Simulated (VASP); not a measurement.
Si3N4:

```
CELL_PARAMETERS angstrom
4.13078 0.00000 0.00000
0.00000 4.13078 0.00000
0.00000 0.00000 4.13078
ATOMIC_POSITIONS crystal
Si 0.00000 0.00000 0.50000
Si 0.50000 0.00000 0.00000
Si 0.00000 0.50000 0.00000
N 0.23952 0.23952 0.76048
N 0.76048 0.76048 0.76048
N 0.23952 0.76048 0.23952
N 0.76048 0.23952 0.23952
```

Base run:

```yaml
Program: VASP 6.6.1
Functional: r2SCAN
Potentials_or_basis: VASP PAW PBE potentials, release 64 (Si, N)
Cutoff: 520 eV
k_mesh: 7 × 7 × 7
Occupations: fermi-dirac, width 0.05 eV
Spin: no spin polarisation
```

Its results: band gap on the k mesh 3.29 eV (least direct gap 3.47 eV); pressure -5.9 GPa; largest force 0.296 eV/Å.

**Question.** The run is repeated on the same cell with these changes: functional from r2SCAN to PBE; k mesh from 7 × 7 × 7 to 3 × 3 × 3. What comes out?

**Answer.** Band gap on the k mesh 2.83 eV (least direct gap 2.92 eV); pressure -0.2 GPa; largest force 0.025 eV/Å.

Several settings changed at once.

Caveats: some runs use coarse meshes; an odd mesh through Γ misses points on the zone boundary, where band edges can lie; the cell stands under tension (at least some runs); the PAW data sets were made with another functional, which shifts forces and pressure a little (at least some runs).
